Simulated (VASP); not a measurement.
# Hf2N (P4_2/mnm) in VASP: notebook

Hf2N is run at these levels: PBEsol; tasks: single point.

All numbers are computed with VASP 6.6.1; they aren't measurements. Logs are shortened: lines on timing, memory, paths and dates and some standing lists are left out, and cuts for length are marked.

## 1. The cell of the first run

The structure is tetragonal, space group P4_2/mnm (No. 136). Conventional cell: a = 5.270 Å, b = 5.270 Å, c = 3.127 Å, α = 90.00°, β = 90.00°, γ = 90.00°. Within 2.9 Å of Hf (site symmetry m2m) lie 3 N at 2.18 to 2.20 Å. Within 2.9 Å of N (site symmetry mmm) lie 6 Hf at 2.18 to 2.20 Å.

## 2. Single point, PBEsol (14.48 Å³/atom)

INCAR

```
SYSTEM = Hf2N
  PREC = Accurate
  ENCUT = 520
  EDIFF = 1E-6
  ISMEAR = 0
  SIGMA = 0.15
  LREAL = .FALSE.
  LASPH = .TRUE.
  NELM = 100
  ALGO = Normal
  ISIF = 2
  LWAVE = .FALSE.
  LCHARG = .FALSE.
  GGA = PS
  NBANDS = 34
```

KPOINTS

```
Automatic mesh
0
G
  8 8 14
  0 0 0
```

POSCAR

```
Hf2N
1.0
    5.2704466980      0.0000000000      0.0000000000
    0.0000000000      5.2704466980      0.0000000000
    0.0000000000      0.0000000000      3.1274830706
Hf N
4 2
Direct
    0.2954631013      0.2954631013      0.0000000000
    0.7045368987      0.7045368987      0.0000000000
    0.7954631013      0.2045368987      0.5000000000
    0.2045368987      0.7954631013      0.5000000000
    0.0000000000      0.0000000000      0.0000000000
    0.5000000000      0.5000000000      0.5000000000
```

Potentials or basis: VASP PAW PBE potentials, release 64 (Hf_pv, N).

Command:

```console
$ cat potpaw_PBE.64/Hf_pv/POTCAR potpaw_PBE.64/N/POTCAR > POTCAR
$ mpirun -np 1 vasp_std > vasp.out
```

OUTCAR:

```text
SYSTEM = Hf2N
   PREC = Accurate
   ENCUT = 520
   EDIFF = 1E-6
   ISMEAR = 0
   LREAL = .FALSE.
   LASPH = .TRUE.
   NELM = 100
   ISIF = 2
   GGA = PS

 ion  position               nearest neighbor table
   1  0.295  0.295  0.000-   6 2.18   6 2.18   5 2.20   2 3.05   4 3.10   3 3.10   4 3.10   3 3.10
                             4 3.10   4 3.10   3 3.10   3 3.10   2 3.79   2 3.79
   2  0.705  0.705  0.000-   6 2.18   6 2.18   5 2.20   1 3.05   4 3.10   3 3.10   4 3.10   3 3.10
                             3 3.10   3 3.10   4 3.10   4 3.10   1 3.79   1 3.79
   3  0.795  0.205  0.500-   5 2.18   5 2.18   6 2.20   4 3.05   1 3.10   1 3.10   2 3.10   2 3.10
                             2 3.10   2 3.10   1 3.10   1 3.10   4 3.79   4 3.79
   4  0.205  0.795  0.500-   5 2.18   5 2.18   6 2.20   3 3.05   1 3.10   1 3.10   2 3.10   2 3.10
                             1 3.10   1 3.10   2 3.10   2 3.10   3 3.79   3 3.79
   5  0.000  0.000  0.000-   3 2.18   4 2.18   3 2.18   4 2.18   1 2.20   2 2.20
   6  0.500  0.500  0.500-   1 2.18   2 2.18   1 2.18   2 2.18   3 2.20   4 2.20

  LATTYP: Found a simple tetragonal cell.
 ALAT       =     5.2704466980
 C/A-ratio  =     0.5934000000

  Lattice vectors:

 A1 = (   5.2704466980,   0.0000000000,   0.0000000000)
 A2 = (   0.0000000000,   5.2704466980,   0.0000000000)
 A3 = (   0.0000000000,   0.0000000000,   3.1274830706)

Analysis of symmetry for initial positions (statically):
=====================================================================
 Subroutine PRICEL returns:
 Original cell was already a primitive cell.

 Routine SETGRP: Setting up the symmetry group for a
 simple tetragonal supercell.

 Subroutine GETGRP returns: Found 16 space group operations
 (whereof  8 operations were pure point group operations)
 out of a pool of 16 trial point group operations.

The static configuration has the point symmetry D_2h.
 The point group associated with its full space group is D_4h.

Analysis of symmetry for dynamics (positions and initial velocities):
=====================================================================
 Subroutine PRICEL returns:
 Original cell was already a primitive cell.

 Routine SETGRP: Setting up the symmetry group for a
 simple tetragonal supercell.

 Subroutine GETGRP returns: Found 16 space group operations
 (whereof  8 operations were pure point group operations)
 out of a pool of 16 trial point group operations.

The dynamic configuration has the point symmetry D_2h.
 The point group associated with its full space group is D_4h.

 Subroutine INISYM returns: Found 16 space group operations
 (whereof  8 operations are pure point group operations),
 and found     1 'primitive' translations

----------------------------------------------------------------------------------------

                                     Primitive cell

  volume of cell :      86.8740

  direct lattice vectors                    reciprocal lattice vectors
     5.270446698  0.000000000  0.000000000     0.189737238  0.000000000  0.000000000
     0.000000000  5.270446698  0.000000000     0.000000000  0.189737238  0.000000000
     0.000000000  0.000000000  3.127483071     0.000000000  0.000000000  0.319745935

  length of vectors
     5.270446698  5.270446698  3.127483071     0.189737238  0.189737238  0.319745935

  position of ions in fractional coordinates (direct lattice)
     0.295463101  0.295463101  0.000000000
     0.704536899  0.704536899  0.000000000
     0.795463101  0.204536899  0.500000000
     0.204536899  0.795463101  0.500000000
     0.000000000  0.000000000  0.000000000
     0.500000000  0.500000000  0.500000000

  ion indices of the primitive-cell ions
   primitive index   ion index
                 1           1
                 2           2
                 3           3
                 4           4
                 5           5
                 6           6

----------------------------------------------------------------------------------------

 KPOINTS: Automatic mesh

Automatic generation of k-mesh.
 Grid dimensions read from file:
 generate k-points for:    8    8   14

 Generating k-lattice:

  Cartesian coordinates                     Fractional coordinates (reciprocal lattice)
     0.023717155  0.000000000  0.000000000     0.125000000  0.000000000  0.000000000
     0.000000000  0.023717155  0.000000000     0.000000000  0.125000000  0.000000000
     0.000000000  0.000000000  0.022838995     0.000000000  0.000000000  0.071428571

  Length of vectors
     0.023717155  0.023717155  0.022838995

  Shift w.r.t. Gamma in fractional coordinates (k-lattice)
     0.000000000  0.000000000  0.000000000

 Subroutine IBZKPT returns following result:
 ===========================================

 Found    120 irreducible k-points:

 Following reciprocal coordinates:
            Coordinates               Weight
  0.000000  0.000000  0.000000      1.000000
  0.125000  0.000000  0.000000      4.000000
  0.250000  0.000000  0.000000      4.000000
  0.375000  0.000000  0.000000      4.000000
  0.500000  0.000000  0.000000      2.000000
  0.125000  0.125000  0.000000      4.000000
[... 16 lines left out ...]
  0.375000  0.125000  0.071429     16.000000
  0.500000  0.125000  0.071429      8.000000
 [... further k-points ...]
   k-points           NKPTS =    120   k-points in BZ     NKDIM =    120   number of bands    NBANDS=     34
   number of dos      NEDOS =    301   number of ions     NIONS =      6
   total plane-waves  NPLWV =  38400
   dimension x,y,z NGX =    40 NGY =   40 NGZ =   24
   dimension x,y,z NGXF=    80 NGYF=   80 NGZF=   48
   ions per type =               4   2
   NGX,Y,Z   is equivalent  to a cutoff of  12.62, 12.62, 12.76 a.u.
   NGXF,Y,Z  is equivalent  to a cutoff of  25.23, 25.23, 25.52 a.u.
 SYSTEM =  Hf2N
   PREC   = accura    normal or accurate (medium, high low for compatibility)
   ISTART =      0    job   : 0-new  1-cont  2-samecut
   ICHARG =      2    charge: 1-file 2-atom 10-const
   ISPIN  =      1    spin polarized calculation?
   LNONCOLLINEAR =      F non collinear calculations
   LSORBIT =      F    spin-orbit coupling
   LASPH  =      T    aspherical Exc in radial PAW
   ENCUT  =  520.0 eV  38.22 Ry    6.18 a.u.   9.80  9.80  5.82*2*pi/ulx,y,z
   NELM   =    100;   NELMIN=  2; NELMDL= -5     # of ELM steps
   EDIFF  = 0.1E-05   stopping-criterion for ELM
   LREAL  =      F    real-space projection
   EDIFFG = 0.1E-04   stopping-criterion for IOM
   NSW    =      0    number of steps for IOM
   IBRION =     -1    ionic relax: 0-MD 1-quasi-New 2-CG
   NFREE  =      0    steps in history (QN), initial steepest desc. (CG)
   ISIF   =      2    stress and relaxation
   ISYM   =      2    0-nonsym 1-usesym 2-fastsym
   POTIM  = 0.5000    time-step for ionic-motion
   TEBEG  =    0.0;   TEEND  =   0.0 temperature during run
   PSTRESS=    0.0 pullay stress
   NELECT =      50.0000    total number of electrons
   NUPDOWN=      -1.0000    fix difference up-down
   EMIN   =  10.00;   EMAX   =-10.00  energy-range for DOS
   EFERMI =   0.00;   METHOD = LEGACY
   ISMEAR =     0;   SIGMA  =   0.15  broadening in eV -4-tet -1-fermi 0-gaus
   EFERMI_NEDOS =   21; number of points for ismear=-14 and -15
   IALGO  =     38    algorithm
   IMIX   =      4    mixing-type and parameters
     AMIX     =   0.40;   BMIX     =  1.00
     AMIX_MAG =   1.60;   BMIX_MAG =  1.00
  volume/ion in A,a.u.               =      14.48        97.71
  Fermi-wavevector in a.u.,A,eV,Ry     =   1.361763  2.573359 25.230626  1.854399
  Thomas-Fermi vector in A             =   2.488311
   LORBIT       =      0    0 simple, 1 ext, 2 COOP (PROOUT), +10 PAW based schemes
   GGA     = PS    functional components
   LHFCALC =     F    Hartree Fock is set to
   AEXX    =    0.0000 exact exchange contribution
   IVDW    =     0    specifies the selected vdW correction
   LEPSILON=     F    determine dielectric tensor
   LRPA    =     F    only Hartree local field effects (RPA)
 non-spin polarized calculation
 Gauss-broadening in eV      SIGMA  =   0.15
  energy-cutoff  :      520.00
  volume of cell :       86.87
 maximum number of plane-waves:      2360
 NGX is ok and might be reduce to    40
   NGX = 19   NGY = 19   NGZ = 11

 number of electron      50.0000000 magnetization

 Free energy of the ion-electron system (eV)
  ---------------------------------------------------
  ext. energy  EPLUGINS =         0.00000000
  ---------------------------------------------------
  free energy    TOTEN  =       -67.38572308 eV

  energy without entropy =      -67.36045604  energy(sigma->0) =      -67.37308956

 E-fermi :   6.1607     XC(G=0): -12.3602

 val. band max:        6.1581767821   @ k =   0.5000   0.5000   0.1429
 cond. band min:       6.1647944323   @ k =   0.1250   0.0000   0.2143
 fundamental gap:      0.0066176502
 Fermi energy:         6.1607022849

 k-point     1 :       0.0000    0.0000    0.0000
  band No.  band energies     occupation
      1     -24.9493      2.00000
      2     -24.3549      2.00000
      3     -24.2907      2.00000
      4     -24.2907      2.00000
      5     -23.9518      2.00000
      6     -23.8285      2.00000
[... 26 lines left out ...]
     33       9.4400      0.00000
     34       9.5238      0.00000

 k-point     2 :       0.1250    0.0000    0.0000
  band No.  band energies     occupation
      1     -24.9233      2.00000
      2     -24.3481      2.00000
      3     -24.3203      2.00000
      4     -24.2525      2.00000
      5     -23.9426      2.00000
      6     -23.8246      2.00000
[... 26 lines left out ...]
     33       9.4117      0.00000
     34       9.9303      0.00000
[... 775 lines left out ...]
     33      10.2456      0.00000
     34      10.9844      0.00000

 k-point    24 :       0.5000    0.1250    0.0714
  band No.  band energies     occupation
      1     -24.5925      2.00000
      2     -24.5925      2.00000
      3     -24.0873      2.00000
      4     -24.0873      2.00000
      5     -23.9643      2.00000
      6     -23.9643      2.00000
[... 26 lines left out ...]
     33      10.4396      0.00000
     34      10.4396      0.00000

 [... further k-points ...]

------------------------ aborting loop because EDIFF is reached ----------------------------------------

  FORCE on cell =-STRESS in cart. coord.  units (eV):
  Direction    XX          YY          ZZ          XY          YZ          ZX
  --------------------------------------------------------------------------------------
  -------------------------------------------------------------------------------------
  Total        2.9889537      2.9889537      7.9197000     -0.0000000      0.0000000      0.0000000
  in kB       55.1239025     55.1239025    146.0593941     -0.0000000      0.0000000      0.0000000
  external PRESSURE =      85.4357330 kB  Pullay stress =       0.0000000 kB

 VOLUME and BASIS-vectors are now :
 -----------------------------------------------------------------------------
  energy-cutoff  :      520.00
  volume of cell :       86.87
      direct lattice vectors                 reciprocal lattice vectors
     5.270446698  0.000000000  0.000000000     0.189737238  0.000000000  0.000000000
     0.000000000  5.270446698  0.000000000     0.000000000  0.189737238  0.000000000
     0.000000000  0.000000000  3.127483071     0.000000000  0.000000000  0.319745935

 POSITION                                       TOTAL-FORCE (eV/Angst)
 -----------------------------------------------------------------------------------
      1.55722      1.55722      0.00000        -0.061584     -0.061584     -0.000000
      3.71322      3.71322      0.00000         0.061584      0.061584      0.000000
      4.19245      1.07800      1.56374        -0.061584      0.061584      0.000000
      1.07800      4.19245      1.56374         0.061584     -0.061584     -0.000000
      0.00000      0.00000      0.00000         0.000000      0.000000      0.000000
      2.63522      2.63522      1.56374         0.000000      0.000000      0.000000
 -----------------------------------------------------------------------------------
    total drift:                               -0.000000      0.000000     -0.000000

  FREE ENERGIE OF THE ION-ELECTRON SYSTEM (eV)
  ---------------------------------------------------
  free  energy   TOTEN  =       -67.3857230773 eV

  energy  without entropy=      -67.3604560388  energy(sigma->0) =      -67.37308956
```

It took 3.7 min on 1 thread of Intel Xeon Platinum 8259CL at 2.50GHz (Skylake/Cascade Lake), shared host; peak memory 0.38 GiB.

Results:

| Quantity | Value |
| --- | --- |
| Free energy | -67.3857 eV |
| Pressure | 8.5 GPa |
| Largest force | 0.087 eV/Å |
| Band gap on the k mesh | zero (bands 25 and 26 overlap by 2.79 eV) |

Forces on the atoms (eV/Å):
```
Hf  -0.062 -0.062  0.000
Hf   0.062  0.062  0.000
Hf  -0.062  0.062  0.000
Hf   0.062 -0.062  0.000
N    0.000  0.000  0.000
N    0.000  0.000  0.000
```

Stress tensor (GPa, compression positive):
```
 5.51  0.00  0.00
 0.00  5.51  0.00
 0.00  0.00 14.61
```

Caveat: the stress differs along the axes, from 6 to 15 GPa; the PAW data sets were made with another functional, which shifts forces and pressure a little; spin-orbit coupling is left out, which moves the levels of the heavy elements.

## 3. Single point, PBEsol (14.48 Å³/atom)

INCAR

```
ALGO = Normal ; EDIFF = 1E-6
ENCUT = 520 ; GGA = PS
ISIF = 2 ; ISMEAR = 0
LASPH = T ; LCHARG = F
LREAL = F ; LWAVE = F
NBANDS = 34 ; NELM = 60
PREC = Accurate ; SIGMA = 0.15
```

KPOINTS

```
k-points
0
Gamma
  8 8 14
```

POSCAR: that of step 2 with these lines changed.

```diff
@@ -2,5 +2,5 @@
 1.0
-    5.2704466980      0.0000000000      0.0000000000
-    0.0000000000      5.2704466980      0.0000000000
-    0.0000000000      0.0000000000      3.1274830706
+    5.0860759410      0.0000000000      0.0000000000
+    0.0000000000      5.0860759410      0.0000000000
+    0.0000000000      0.0000000000      3.3583359438
 Hf N
```

Potentials or basis: VASP PAW PBE potentials, release 64 (Hf_pv, N).

Command:

```console
$ cat potpaw_PBE.64/Hf_pv/POTCAR potpaw_PBE.64/N/POTCAR > POTCAR
$ mpirun -np 1 vasp_std > vasp.out
```

Run time: 4.6 min. Hardware: 1 thread of Intel Xeon Platinum 8259CL at 2.50GHz (Skylake/Cascade Lake), shared host; peak memory 0.39 GiB.

Results (log left out):

- Free energy: -67.0801 eV
- Pressure: 8.4 GPa
- Largest force: 0.085 eV/Å
- Band gap on the k mesh: zero (bands 25 and 26 overlap by 2.45 eV)

Forces in eV/Å, atoms in the order of the input:
```
Hf  -0.060 -0.060  0.000
Hf   0.060  0.060  0.000
Hf  -0.060  0.060  0.000
Hf   0.060 -0.060  0.000
N    0.000  0.000  0.000
N    0.000  0.000  0.000
```

Stress tensor (GPa, compression positive):
```
16.19  0.00  0.00
 0.00 16.19  0.00
 0.00  0.00 -7.14
```

Levels at points of the mesh, in eV from the Fermi level:
```tsv
k point	band 24	band 25	band 26	band 27	band 28	band 29
(0.00, 0.00, 0.00)	0.29	1.27	1.29	1.29	1.33	1.33
(0.50, 0.00, 0.00)	-1.06	1.25	1.25	1.54	1.54	2.67
(0.50, 0.50, 0.00)	-1.35	0.95	0.95	1.41	1.41	1.80
(0.00, 0.00, 0.50)	-1.31	-1.17	-1.17	2.56	2.56	3.58
(0.50, 0.00, 0.50)	-1.29	-1.02	-1.02	1.93	1.93	4.21
(0.50, 0.50, 0.50)	-0.70	-0.69	-0.69	1.50	1.50	3.22
```

Caveat: the stress differs along the axes, from -7 to 16 GPa; the PAW data sets were made with another functional, which shifts forces and pressure a little; spin-orbit coupling is left out, which moves the levels of the heavy elements.

## 4. Single point, PBEsol (14.48 Å³/atom)

INCAR

```
ALGO = Normal
EDIFF = 1E-6
ENCUT = 520
GGA = PS
ISIF = 2
ISMEAR = 0
LASPH = T
LCHARG = F
LREAL = F
LWAVE = F
NBANDS = 34
NELM = 100
PREC = Accurate
SIGMA = 0.15
```

KPOINTS is that of step 3.

POSCAR: that of step 3 with these lines changed.

```diff
@@ -2,5 +2,5 @@
 1.0
-    5.0860759410      0.0000000000      0.0000000000
-    0.0000000000      5.0860759410      0.0000000000
-    0.0000000000      0.0000000000      3.3583359438
+    5.1773218247      0.0000000000      0.0000000000
+    0.0000000000      5.1773218247      0.0000000000
+    0.0000000000      0.0000000000      3.2410034622
 Hf N
```

Command:

```console
$ cat potpaw_PBE.64/Hf_pv/POTCAR potpaw_PBE.64/N/POTCAR > POTCAR
$ mpirun -np 1 vasp_std > vasp.out
```

Wall time 3.9 min (1 thread of Intel Xeon Platinum 8259CL at 2.50GHz (Skylake/Cascade Lake), shared host); peak memory 0.38 GiB.

It converged, with:

```
Free energy            : -67.3900 eV
Pressure               : 8.1 GPa
Largest force          : 0.085 eV/Å
Band gap on the k mesh : zero (bands 25 and 26 overlap by 2.80 eV)
```

Forces in eV/Å, atoms in the order of the input:
```
Hf  -0.060 -0.060  0.000
Hf   0.060  0.060  0.000
Hf  -0.060  0.060  0.000
Hf   0.060 -0.060  0.000
N    0.000  0.000  0.000
N    0.000  0.000  0.000
```

Stress tensor (GPa, compression positive):
```
10.90  0.00  0.00
 0.00 10.90  0.00
 0.00  0.00  2.59
```

Levels at points of the mesh, in eV from the Fermi level:
| k point | band 24 | band 25 | band 26 | band 27 | band 28 | band 29 |
| --- | --- | --- | --- | --- | --- | --- |
| (0.00, 0.00, 0.00) | 0.81 | 0.96 | 1.25 | 1.25 | 1.65 | 1.65 |
| (0.50, 0.00, 0.00) | -1.09 | 1.55 | 1.55 | 1.72 | 1.72 | 2.29 |
| (0.50, 0.50, 0.00) | -1.41 | 1.07 | 1.07 | 1.68 | 1.68 | 1.87 |
| (0.00, 0.00, 0.50) | -1.31 | -1.25 | -1.25 | 2.39 | 2.39 | 3.98 |
| (0.50, 0.00, 0.50) | -1.19 | -0.98 | -0.98 | 1.91 | 1.91 | 4.12 |
| (0.50, 0.50, 0.50) | -0.86 | -0.54 | -0.54 | 1.43 | 1.43 | 3.10 |

Caveat: the stress differs along the axes, from 3 to 11 GPa; the PAW data sets were made with another functional, which shifts forces and pressure a little; spin-orbit coupling is left out, which moves the levels of the heavy elements.

(Part 1 of 2 ends here.)

The gap in the log of VASP goes by the Fermi energy; the results here count the filled bands.